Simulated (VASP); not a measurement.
## SiAu (L11 type): electric field gradients with LDA

The system is SiAu (L11 type).

```
CELL_PARAMETERS angstrom
1.64828 -0.95164 3.61687
0.00000 1.90327 3.61687
-1.64828 -0.95164 3.61687
ATOMIC_POSITIONS crystal
Au 0.00000 0.00000 0.00000
Si 0.50000 0.50000 0.50000
```

```yaml
Program: VASP 6.6.1
Task: electric field gradients
Functional: LDA
Potentials_or_basis: VASP PAW LDA potentials, release 64 (Au_sv_GW, Si)
Cutoff: 400 eV
k_mesh: 15 × 15 × 15
Occupations: fermi-dirac, width 0.08 eV
Spin: no spin polarisation
Dipole_correction: no
Further_INCAR_settings: ALGO = Normal; EDIFF = 1e-08; NBANDS = 18
```

```yaml
Pressure: -7.0 GPa
Band_gap_on_the_k_mesh: zero (an odd number of electrons rules out a gap without spin polarisation)
Largest_electric_field_gradient_by_atom: Au -268.4; Si -31.4 V/Å²
```

Stress tensor (GPa, compression positive):
```
-6.92  0.00  0.00
 0.00 -6.92  0.00
 0.00  0.00 -7.13
```

Levels at points of the mesh, in eV from the Fermi level:
```tsv
k point	band 9	band 10	band 11	band 12	band 13	band 14
(0.00, 0.00, 0.00)	-4.87	-4.87	-1.04	3.90	3.90	3.92
```

Electric field gradients, principal values (V/Å²):
| atom | least | middle | greatest (by size) |
| --- | --- | --- | --- |
| 1 Au | 134.221 | 134.221 | -268.443 |
| 2 Si | 15.707 | 15.707 | -31.415 |

Run time: 2.4 min on 1 thread of Intel(R) Xeon(R) Platinum 8488C (Sapphire Rapids) (shared host), peak memory 0.27 GiB.

Caveat: the cell stands under tension; without QUAD_EFG the Cq values of the log hold for a quadrupole moment of 1 mb, not for the nuclei; spin-orbit coupling is left out, which moves the levels of the heavy elements; an odd number of electrons without spin polarisation forces a metal; a magnetic or distorted state may lie lower.
